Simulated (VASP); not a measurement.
MoS2: single point with PBEsol

Crystal: MoS2.

```
CELL_PARAMETERS angstrom
3.12256 0.00000 0.00000
-1.56128 2.70421 0.00000
0.00000 0.00000 11.96750
ATOMIC_POSITIONS crystal
Mo 0.33333 0.66667 0.25000
Mo 0.66667 0.33333 0.75000
S 0.33333 0.66667 0.61951
S 0.66667 0.33333 0.11951
S 0.33333 0.66667 0.88049
S 0.66667 0.33333 0.38049
```

| Item | Value |
| --- | --- |
| Program | VASP 6.6.1 |
| Task | single point |
| Functional | PBEsol |
| Potentials or basis | VASP PAW PBE potentials, release 64 (Mo_sv, S) |
| Cutoff | 520 eV |
| k mesh | 12 × 12 × 4 |
| Occupations | gaussian, width 0.02 eV |
| Spin | no spin polarisation |

```json
{"Pressure": "2.2 GPa", "Band gap on the k mesh": "0.71 eV (least direct gap 1.77 eV)"}
```

Forces in eV/Å, atoms in the order of the input:
```
Mo   0.000  0.000  0.000
Mo   0.000  0.000  0.000
S    0.000  0.000  0.002
S    0.000  0.000  0.002
S    0.000  0.000 -0.002
S    0.000  0.000 -0.002
```

Levels at points of the mesh, in eV from the valence-band top:
| k point | band 22 | band 23 | band 24 | band 25 | band 26 | band 27 | band 28 | band 29 | band 30 | band 31 |
| --- | --- | --- | --- | --- | --- | --- | --- | --- | --- | --- |
| (0.00, 0.00, 0.00) | -2.18 | -2.18 | -1.43 | -1.08 | 0.00 | 2.13 | 2.13 | 2.17 | 2.17 | 2.28 |
| (0.50, 0.00, 0.00) | -2.62 | -1.80 | -1.58 | -1.50 | -1.41 | 1.67 | 1.73 | 2.01 | 2.39 | 2.79 |
| (0.00, 0.00, 0.50) | -2.21 | -2.21 | -2.21 | -0.28 | -0.28 | 2.13 | 2.13 | 2.13 | 2.13 | 2.42 |
| (0.50, 0.00, 0.50) | -2.83 | -1.65 | -1.65 | -1.48 | -1.48 | 1.70 | 1.70 | 2.21 | 2.21 | 3.21 |

Run time: 2.6 min on 1 thread of Intel(R) Xeon(R) Platinum 8488C (Sapphire Rapids) (shared host), peak memory 0.31 GiB.

Caveat: the PAW data sets were made with another functional, which shifts forces and pressure a little; this functional lacks dispersion, which binds layers or chains, so the pressure and a relaxed spacing across them are unreliable. A k mesh can miss the band edges.
